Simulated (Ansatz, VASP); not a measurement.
## One calculation of Li, two programs

INCAR

```
SYSTEM = Li
  ALGO = Normal
  EDIFF = 1E-6
  ENCUT = 750
  GGA = PS
  GGA_COMPAT = .FALSE.
  ISIF = 2
  ISMEAR = -1
  LASPH = .TRUE.
  LCHARG = .FALSE.
  LREAL = .FALSE.
  LWAVE = .FALSE.
  NBANDS = 8
  NELM = 120
  PREC = Accurate
  SIGMA = 0.08
```

KPOINTS

```
k-points
0
G
  13 13 13
  0 0 0
```

POSCAR

```
Li
1.0
    0.0000000000      2.2020000000      2.2460400000
    2.2020000000      0.0000000000      2.2460400000
    2.2020000000      2.2020000000      0.0000000000
Li
1
Direct
    0.0000000000      0.0000000000      0.0000000000
```

Input for Ansatz:

```yaml
crystal:
  lattice:
    - [0.0, 2.202, 2.24604]
    - [2.202, 0.0, 2.24604]
    - [2.202, 2.202, 0.0]
  atoms:
    - { symbol: Li, position: [0.0, 0.0, 0.0] }
kpoints:
  mp_grid: { grid: [13, 13, 13] }
  band_path:
    path:
      - [0.0, 0.0, 0.0]
      - [0.0, 0.5, 0.5]
      - [0.25, 0.75, 0.5]
      - [0.0, 0.5, 0.0]
      - [0.0, 0.0, 0.0]
      - [0.5, 0.5, 0.0]
      - [0.3701460977, 0.6298539023, 0.0]
      - [-0.3701460977, 0.3701460977, 0.0]
      - [0.0, 0.0, 0.0]
    npoints: 5
scf:
  occupations: { method: fermi_dirac, width: 0.08 }
hamiltonian:
  xc: pbesol
  pseudopotentials: { kind: all_electron, lapw: { basis_error: 0.00025 } }
output:
  forces: true
  stress: true
  eigenvalues: true
```

Change from the starting cell: zz strain of +2 %.

Alike in both runs: task single point; functional PBEsol; k mesh 13 × 13 × 13; occupations fermi-dirac, width 0.08 eV; no spin polarisation.

|  | VASP | Ansatz |
| --- | --- | --- |
| version | VASP 6.6.1 | Ansatz 0.2.0 |
| potentials or method | VASP PAW PBE potentials, release 64 (Li_sv), cutoff 750 eV | all-electron LAPW, scalar-relativistic |

|  | VASP | Ansatz | Ansatz less VASP |
| --- | --- | --- | --- |
| pressure (GPa) | -1.0 | -0.9 | +0.10 |

VASP's potentials were made for PBE, not for PBEsol. Ansatz ran all-electron here, and VASP with PAW potentials.
